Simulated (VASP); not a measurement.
# Ba (Fd-3m) in VASP: notebook

Runs on Ba. Level: PBE. Tasks: relaxation of cell and atoms.

Everything below comes from runs of VASP 6.6.1. Logs are shortened: lines on timing, memory, paths and dates and some standing lists are left out, and cuts for length are marked.

### Step 1. The cell of the first run

Symmetry: Fd-3m, No. 227, cubic system. Conventional cell: a = 7.239 Å, b = 7.239 Å, c = 7.239 Å, α = 90.00°, β = 90.00°, γ = 90.00°. Within 4.1 Å of Ba (site symmetry -43m) lie 4 Ba at 3.13 Å.

### Step 2. Relaxation of cell and atoms, PBE, target pressure 2.8 GPa, at which the enthalpy is minimised

INCAR reads:

```
SYSTEM = Ba
PREC = Accurate
ENCUT = 600
EDIFF = 1E-7
ISMEAR = -1
SIGMA = 0.05
LREAL = .False.
LASPH = .True.
NELM = 80
ALGO = Normal
ISIF = 3
LWAVE = .False.
LCHARG = .False.
GGA = PE
IBRION = 2
NSW = 32
EDIFFG = -0.005
PSTRESS = 28.0
```

KPOINTS reads:

```
regular mesh
0
Gamma
  9 9 9
  0 0 0
```

POSCAR reads:

```
Ba
1.0
    0.0000000000      3.6194502105      3.6194502105
    3.6194502105      0.0000000000      3.6194502105
    3.6194502105      3.6194502105      0.0000000000
Ba
2
Direct
   -0.1250000000     -0.1250000000     -0.1250000000
    0.1250000000      0.1250000000      0.1250000000
```

Potentials or basis: VASP PAW PBE potentials, release 64 (Ba_sv).

On the command line:

```
cat potpaw_PBE.64/Ba_sv/POTCAR > POTCAR
mpirun -np 1 vasp_std > vasp.out
```

OUTCAR:

```text
SYSTEM = Ba
   PREC = Accurate
   ENCUT = 600
   EDIFF = 1E-7
   ISMEAR = -1
   LREAL = .False.
   LASPH = .True.
   NELM = 80
   ISIF = 3
   GGA = PE
   IBRION = 2
   NSW = 32
   EDIFFG = -0.005
   PSTRESS = 28.0

 ion  position               nearest neighbor table
   1  0.875  0.875  0.875-   2 3.13   2 3.13   2 3.13   2 3.13
   2  0.125  0.125  0.125-   1 3.13   1 3.13   1 3.13   1 3.13

  LATTYP: Found a face centered cubic cell.
 ALAT       =     7.2389004210

  Lattice vectors:

 A1 = (   0.0000000000,   3.6194502105,   3.6194502105)
 A2 = (   3.6194502105,   0.0000000000,   3.6194502105)
 A3 = (   3.6194502105,   3.6194502105,   0.0000000000)

Analysis of symmetry for initial positions (statically):
=====================================================================
 Subroutine PRICEL returns:
 Original cell was already a primitive cell.

 Routine SETGRP: Setting up the symmetry group for a
 face centered cubic supercell.

 Subroutine GETGRP returns: Found 48 space group operations
 (whereof 12 operations were pure point group operations)
 out of a pool of 48 trial point group operations.

The static configuration has the point symmetry D_3d.
 The point group associated with its full space group is O_h .

Analysis of symmetry for dynamics (positions and initial velocities):
=====================================================================
 Subroutine PRICEL returns:
 Original cell was already a primitive cell.

 Routine SETGRP: Setting up the symmetry group for a
 face centered cubic supercell.

 Subroutine GETGRP returns: Found 48 space group operations
 (whereof 12 operations were pure point group operations)
 out of a pool of 48 trial point group operations.

The dynamic configuration has the point symmetry D_3d.
 The point group associated with its full space group is O_h .

 Subroutine INISYM returns: Found 48 space group operations
 (whereof 12 operations are pure point group operations),
 and found     1 'primitive' translations

----------------------------------------------------------------------------------------

                                     Primitive cell

  volume of cell :      94.8326
[... 102 lines left out ...]
   EMIN   =  10.00;   EMAX   =-10.00  energy-range for DOS
   EFERMI =   0.00;   METHOD = LEGACY
   ISMEAR =    -1;   SIGMA  =   0.05  broadening in eV -4-tet -1-fermi 0-gaus
   EFERMI_NEDOS =   21; number of points for ismear=-14 and -15
   IALGO  =     38    algorithm
   IMIX   =      4    mixing-type and parameters
     AMIX     =   0.40;   BMIX     =  1.00
     AMIX_MAG =   1.60;   BMIX_MAG =  1.00
  volume/ion in A,a.u.               =      47.42       319.98
  Fermi-wavevector in a.u.,A,eV,Ry     =   0.974463  1.841469 12.919807  0.949579
  Thomas-Fermi vector in A             =   2.104925
   LORBIT       =      0    0 simple, 1 ext, 2 COOP (PROOUT), +10 PAW based schemes
   GGA     = PE    functional components
   LHFCALC =     F    Hartree Fock is set to
   AEXX    =    0.0000 exact exchange contribution
   IVDW    =     0    specifies the selected vdW correction
   LEPSILON=     F    determine dielectric tensor
   LRPA    =     F    only Hartree local field effects (RPA)
 conjugate gradient relaxation of ions
 non-spin polarized calculation
  energy-cutoff  :      600.00
  volume of cell :       94.83
 maximum number of plane-waves:      3190
 NGX is ok and might be reduce to    42
   NGX = 21   NGY = 21   NGZ = 21

--------------------------------------- Ionic step        1  -------------------------------------------

 number of electron      19.9999999 magnetization

 Free energy of the ion-electron system (eV)
  ---------------------------------------------------
  ext. energy  EPLUGINS =         0.00000000
  ---------------------------------------------------
  free energy    TOTEN  =        -1.64673386 eV

  energy without entropy =       -1.63223715  energy(sigma->0) =       -1.63948550

------------------------ aborting loop because EDIFF is reached ----------------------------------------

  FORCE on cell =-STRESS in cart. coord.  units (eV):
  Direction    XX          YY          ZZ          XY          YZ          ZX
  --------------------------------------------------------------------------------------
  -------------------------------------------------------------------------------------
  Total        2.2194356      2.2194356      2.2194356     -0.0000000     -0.0000000     -0.0000000
  in kB       37.4968949     37.4968949     37.4968949     -0.0000000     -0.0000000     -0.0000000
  external PRESSURE =       9.4968949 kB  Pullay stress =      28.0000000 kB
[... 63 lines left out ...]
--------------------------------------- Ionic step        3  -------------------------------------------

 number of electron      20.0000001 magnetization

 Free energy of the ion-electron system (eV)
  ---------------------------------------------------
  ext. energy  EPLUGINS =         0.00000000
  ---------------------------------------------------
  free energy    TOTEN  =        -1.71460702 eV

  energy without entropy =       -1.69984763  energy(sigma->0) =       -1.70722733

 E-fermi :   2.1816     XC(G=0):  -8.1174

 val. band max:        2.1427786357   @ k =   0.2222   0.0000   0.0000
 cond. band min:       2.2073482138   @ k =   0.3333   0.0000   0.0000
 fundamental gap:      0.0645695781
 Fermi energy:         2.1815820969

 k-point     1 :       0.0000    0.0000    0.0000
  band No.  band energies     occupation
      1     -27.2114      2.00000
      2     -26.1399      2.00000
      3     -12.8014      2.00000
      4     -12.8014      2.00000
      5     -12.8014      2.00000
      6     -11.2520      2.00000
      7     -11.2520      2.00000
      8     -11.2520      2.00000
      9       0.1752      2.00000
     10       2.3165      0.12612
     11       2.3165      0.12612
     12       3.7565      0.00000
     13       3.7565      0.00000
     14       3.7565      0.00000
[... 377 lines left out ...]
      1     -26.7943      2.00000
      2     -26.6092      2.00000
      3     -13.1996      2.00000
      4     -13.1996      2.00000
      5     -12.1477      2.00000
      6     -11.8922      2.00000
      7     -10.6989      2.00000
      8     -10.6989      2.00000
      9       1.2308      2.00000
     10       1.5624      1.99999
     11       3.3816      0.00000
     12       3.3816      0.00000
     13       4.0439      0.00000
     14       4.2211      0.00000

 [... further k-points ...]

------------------------ aborting loop because EDIFF is reached ----------------------------------------

  FORCE on cell =-STRESS in cart. coord.  units (eV):
  Direction    XX          YY          ZZ          XY          YZ          ZX
  --------------------------------------------------------------------------------------
  -------------------------------------------------------------------------------------
  Total        1.7170348      1.7170348      1.7170348      0.0000000      0.0000000     -0.0000000
  in kB       28.0227684     28.0227684     28.0227684      0.0000000      0.0000000     -0.0000000
  external PRESSURE =       0.0227684 kB  Pullay stress =      28.0000000 kB
[... 21 lines left out ...]
  energy  without entropy=       -1.6998476299  energy(sigma->0) =       -1.70722733

  enthalpy is  TOTEN    =         0.0010326623 eV   P V=        1.7156396869

 reached required accuracy - stopping structural energy minimisation
```

OSZICAR:

```text
N       E                     dE             d eps       ncg     rms          rms(c)
DAV:   1     0.158273796334E+03    0.15827E+03   -0.94300E+03   980   0.134E+03
[... 28 lines left out ...]
DAV:   1    -0.171855177219E+01    0.58096E-02   -0.11281E-01  1340   0.254E+00    0.327E-01
DAV:   2    -0.171547531902E+01    0.30765E-02   -0.71260E-03  1214   0.613E-01    0.139E-01
DAV:   3    -0.171453690025E+01    0.93842E-03   -0.46978E-03  1470   0.438E-01    0.413E-02
DAV:   4    -0.171457568467E+01   -0.38784E-04   -0.13661E-04  1362   0.703E-02    0.178E-02
DAV:   5    -0.171460558858E+01   -0.29904E-04   -0.34499E-05  1372   0.420E-02    0.516E-03
DAV:   6    -0.171460711792E+01   -0.15293E-05   -0.18695E-06  1268   0.117E-02    0.152E-03
DAV:   7    -0.171460702460E+01    0.93323E-07   -0.10699E-07   924   0.366E-03
   3 F= 0.10326623E-02 E0= 0.84123596E-02  d E =-.954926E-02
```

Wall time 97 s (1 thread of AMD EPYC 9R45 (Zen 5), shared host); peak memory 0.25 GiB.

What came out:

* Free energy: -1.7146 eV
* Relaxed volume: 49.08 Å³/atom
* Relaxed cell: a = 5.178 Å, b = 5.178 Å, c = 5.178 Å, α = 60.00°, β = 60.00°, γ = 60.00°
* Space group after relaxing (to 0.05 Å): Fd-3m (No. 227)
* Energy change on relaxing (the enthalpy is what falls): -33.9 meV/atom
* Ionic steps: 3
* Pressure after relaxing: 2.8 GPa
* Band gap on the k mesh: zero (band 10 reaches 2.40 eV, above the bottom of band 11 at 2.13 eV)

Step by step:
| step | energy change (eV) | largest force (eV/Å) | pressure (GPa) | volume (Å³) |
| --- | --- | --- | --- | --- |
| 1 | 0.0000 | 0.0000 | 3.75 | 94.83 |
| 2 | -0.0776 | 0.0000 | 2.66 | 98.74 |
| 3 | -0.0679 | 0.0000 | 2.80 | 98.17 |

Final structure:
```
CELL_PARAMETERS angstrom
0.00000 3.66142 3.66142
3.66142 0.00000 3.66142
3.66142 3.66142 0.00000
ATOMIC_POSITIONS crystal
Ba 0.87500 0.87500 0.87500
Ba 0.12500 0.12500 0.12500
```

Caveat: the cell is relaxed towards a set pressure, so the enthalpy falls and the energy may rise; spin-orbit coupling is left out, which moves the levels of the heavy elements.

### Step 3. Relaxation of cell and atoms, PBE, target pressure 2.8 GPa, at which the enthalpy is minimised

This run uses another cell than the first one, of 56.79 Å³/atom, 1.198 times its volume.

INCAR reads:

```
SYSTEM = Ba
ALGO = Normal
EDIFF = 1E-6
EDIFFG = -0.005
ENCUT = 600
GGA = PE
IBRION = 2
ISIF = 3
ISMEAR = -1
LASPH = .TRUE.
LCHARG = .FALSE.
LREAL = .FALSE.
LWAVE = .FALSE.
NELM = 80
NSW = 60
PREC = Accurate
PSTRESS = 28.0
SIGMA = 0.05
```

KPOINTS reads:

```
k-points
0
G
  9 9 9
  0 0 0
```

POSCAR reads:

```
Ba
1.0
    0.0000000000      3.8437334578      3.8437334578
    3.8437334578      0.0000000000      3.8437334578
    3.8437334578      3.8437334578      0.0000000000
Ba
2
Direct
   -0.1250000000     -0.1250000000     -0.1250000000
    0.1250000000      0.1250000000      0.1250000000
```

Potentials or basis: VASP PAW PBE potentials, release 64 (Ba_sv).

On the command line:

```
cat potpaw_PBE.64/Ba_sv/POTCAR > POTCAR
mpirun -np 1 vasp_std > vasp.out
```

Wall time 2 min (1 thread of AMD EPYC 9R45 (Zen 5), shared host); peak memory 0.32 GiB.

Results (log left out):

* Free energy: -1.7162 eV
* Relaxed volume: 49.11 Å³/atom
* Relaxed cell: a = 5.179 Å, b = 5.179 Å, c = 5.179 Å, α = 60.00°, β = 60.00°, γ = 60.00°
* Space group after relaxing (to 0.05 Å): Fd-3m (No. 227)
* Energy change on relaxing (the enthalpy is what falls): +65.9 meV/atom
* Ionic steps: 3
* Pressure after relaxing: 2.8 GPa
* Band gap on the k mesh: zero (band 10 reaches 2.40 eV, above the bottom of band 11 at 2.12 eV)

Step by step:
```csv
step,energy change (eV),largest force (eV/Å),pressure (GPa),volume (Å³)
1,0.0000,0.0000,0.37,113.58
2,0.1032,0.0000,2.36,100.00
3,0.1317,0.0000,2.79,98.22
```

Final structure:
```
Ba
1.0
     0.00000    3.66209    3.66209
     3.66209    0.00000    3.66209
     3.66209    3.66209    0.00000
Ba
2
Direct
  0.87500 0.87500 0.87500
  0.12500 0.12500 0.12500
```

Levels at points of the mesh, in eV from the Fermi level:
```
           k point  band 7  band 8  band 9  band 10  band 11  band 12  band 13  band 14
(0.00, 0.00, 0.00)  -13.44  -13.44   -2.01     0.13     0.13     1.57     1.57     1.57
```

Caveat: the cell is relaxed towards a set pressure, so the enthalpy falls and the energy may rise; spin-orbit coupling is left out, which moves the levels of the heavy elements.
